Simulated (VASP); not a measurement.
# Be in VASP: a series of runs, part 4 of 4

VASP 6.6.1. Earlier steps stand in the parts before.

## 7. Electric field gradients, PBEsol (equal xy, yz and zx shear strains of +2 %)

The input, INCAR:

```
SYSTEM = Be
PREC = Accurate ; ENCUT = 520
EDIFF = 1E-8 ; ISMEAR = -1
SIGMA = 0.03 ; LREAL = .FALSE.
LASPH = .TRUE. ; NELM = 60
ALGO = Normal ; ISIF = 2
LWAVE = .FALSE. ; LCHARG = .FALSE.
GGA = PS ; LEFG = .TRUE.
NBANDS = 7
```

The input, KPOINTS:

```
Automatic mesh
0
G
  23 23 23
  0 0 0
```

The input, POSCAR:

```
Be
1.0
   -1.2280585323      1.2531209513      1.2531209513
    1.2531209513     -1.2280585323      1.2531209513
    1.2531209513      1.2531209513     -1.2280585323
Be
1
Direct
    0.0000000000      0.0000000000      0.0000000000
```

Potentials or basis: VASP PAW PBE potentials, release 64 (Be).

On the command line:

```console
$ cat potpaw_PBE.64/Be/POTCAR > POTCAR
$ mpirun -np 1 vasp_std > vasp.out
```

OUTCAR:

```text
SYSTEM = Be
   PREC = Accurate
   ENCUT = 520
   EDIFF = 1E-8
   ISMEAR = -1
   LREAL = .FALSE.
   LASPH = .TRUE.
   NELM = 60
   ISIF = 2
   GGA = PS

 ion  position               nearest neighbor table
   1  0.000  0.000  0.000-

  LATTYP: Found a trigonal (rhomboedric) cell.
 ALAT       =     2.1560964719
 COS(alpha) =    -0.3242805026

  Lattice vectors:

 A1 = (  -1.2280585323,   1.2531209513,   1.2531209513)
 A2 = (   1.2531209513,  -1.2280585323,   1.2531209513)
 A3 = (   1.2531209513,   1.2531209513,  -1.2280585323)

Analysis of symmetry for initial positions (statically):
=====================================================================
 Subroutine PRICEL returns:
 Original cell was already a primitive cell.

 Routine SETGRP: Setting up the symmetry group for a
[... 422 lines left out ...]
  external PRESSURE =     -14.2287058 kB  Pullay stress =       0.0000000 kB

 VOLUME and BASIS-vectors are now :
 -----------------------------------------------------------------------------
  energy-cutoff  :      520.00
  volume of cell :        7.87
      direct lattice vectors                 reciprocal lattice vectors
    -1.228058532  1.253120951  1.253120951    -0.007902630  0.395131494  0.395131494
     1.253120951 -1.228058532  1.253120951     0.395131494 -0.007902630  0.395131494
     1.253120951  1.253120951 -1.228058532     0.395131494  0.395131494 -0.007902630

 POSITION                                       TOTAL-FORCE (eV/Angst)
 -----------------------------------------------------------------------------------
      0.00000      0.00000      0.00000         0.000000      0.000000      0.000000
 -----------------------------------------------------------------------------------
    total drift:                               -0.000000     -0.000000     -0.000000

  FREE ENERGIE OF THE ION-ELECTRON SYSTEM (eV)
  ---------------------------------------------------
  free  energy   TOTEN  =        -3.8929660644 eV

  energy  without entropy=       -3.8923955448  energy(sigma->0) =       -3.89268080

 Electric field gradients (V/A^2)
---------------------------------------------------------------------
 ion       V_xx      V_yy      V_zz      V_xy      V_xz      V_yz
---------------------------------------------------------------------
   1      -0.000    -0.000    -0.000     0.250     0.250     0.250
---------------------------------------------------------------------

 Electric field gradients after diagonalization (V/A^2)
 (convention: |V_zz| > |V_xx| > |V_yy|)
----------------------------------------------------------------------
 ion       V_xx      V_yy      V_zz     asymmetry (V_yy - V_xx)/ V_zz
----------------------------------------------------------------------
   1      -0.250    -0.250     0.500       0.000
----------------------------------------------------------------------

           NMR quadrupolar parameters

 Cq : quadrupolar parameter    Cq=e*Q*V_zz/h
 eta: asymmetry parameters     (V_yy - V_xx)/ V_zz
 Q  : nuclear electric quadrupole moment in mb (millibarn)
----------------------------------------------------------------------
 ion       Cq(MHz)       eta       Q (mb)
----------------------------------------------------------------------
   1       0.001       0.000       1.000
----------------------------------------------------------------------
```

OSZICAR:

```text
N       E                     dE             d eps       ncg     rms          rms(c)
DAV:   1    -0.261392323945E+01   -0.26139E+01   -0.11570E+03 17661   0.237E+02
DAV:   2    -0.390439451012E+01   -0.12905E+01   -0.12387E+01 22533   0.261E+01
DAV:   3    -0.390638584035E+01   -0.19913E-02   -0.19907E-02 18263   0.907E-01
DAV:   4    -0.390638620996E+01   -0.36961E-06   -0.36860E-06 24479   0.122E-02
DAV:   5    -0.390638621004E+01   -0.80668E-10   -0.40064E-10 18501   0.531E-05    0.808E-01
DAV:   6    -0.389679311157E+01    0.95931E-02   -0.67106E-04 17451   0.283E-01    0.493E-01
DAV:   7    -0.389297339333E+01    0.38197E-02   -0.72357E-04 17241   0.289E-01    0.155E-02
DAV:   8    -0.389296554584E+01    0.78475E-05   -0.16792E-06 19523   0.122E-02    0.327E-03
DAV:   9    -0.389296609278E+01   -0.54693E-06   -0.17007E-07 20013   0.241E-03    0.108E-04
DAV:  10    -0.389296607838E+01    0.14397E-07   -0.21730E-10 16408   0.144E-04    0.511E-05
DAV:  11    -0.389296606435E+01    0.14028E-07   -0.75696E-11 10038   0.876E-05    0.276E-06
DAV:  12    -0.389296606441E+01   -0.60190E-10   -0.14607E-12  8722   0.100E-05
   1 F= -.38929661E+01 E0= -.38926808E+01  d E =-.570520E-03
```

Run time: 22 s. Hardware: 1 thread of Intel Xeon Platinum 8259CL at 2.50GHz (Skylake/Cascade Lake), shared host; peak memory 0.16 GiB.

Results:

| Item | Value |
| --- | --- |
| Free energy | -3.8930 eV |
| Pressure | -1.4 GPa |
| Band gap on the k mesh | zero (bands 1 and 2 overlap by 4.81 eV) |
| Largest electric field gradient by atom | Be +0.5 V/Å² |

Electric field gradients, principal values (V/Å²):
```
atom   least  middle  greatest (by size)
1 Be  -0.250  -0.250               0.500
```

Caveat: the cell differs from its parent crystal (equal xy, yz and zx shear strains of +2 %); without QUAD_EFG the Cq values of the log hold for a quadrupole moment of 1 mb, not for the nuclei; the PAW data sets were made with another functional, which shifts forces and pressure a little.

## 8. Overview

```tsv
cell	gap on the mesh (eV)	pressure (GPa)
a = 2.200 Å, angles 108.9, 108.9, 110.5°, 1 atom	none	-6.0
a = 2.192 Å, angles 110.3°, 1 atom	none	-1.1
a = 2.178 Å, angles 109.7°, 1 atom	none	-1.6
a = 2.156 Å, angles 108.9°, 1 atom	none	-1.4
```

Alike in all rows: task electric field gradients; level PBEsol; potentials or basis VASP PAW PBE potentials, release 64 (Be); no spin polarisation; k mesh 23 × 23 × 23; cutoff (eV) 520; smearing fermi-dirac 0.03 eV.

Caveats: the PAW data sets were made with another functional, which shifts forces and pressure a little; the cell stands under tension (at least some runs).

Total energies depend on the potentials used, so only differences within one code and one set of settings carry meaning.
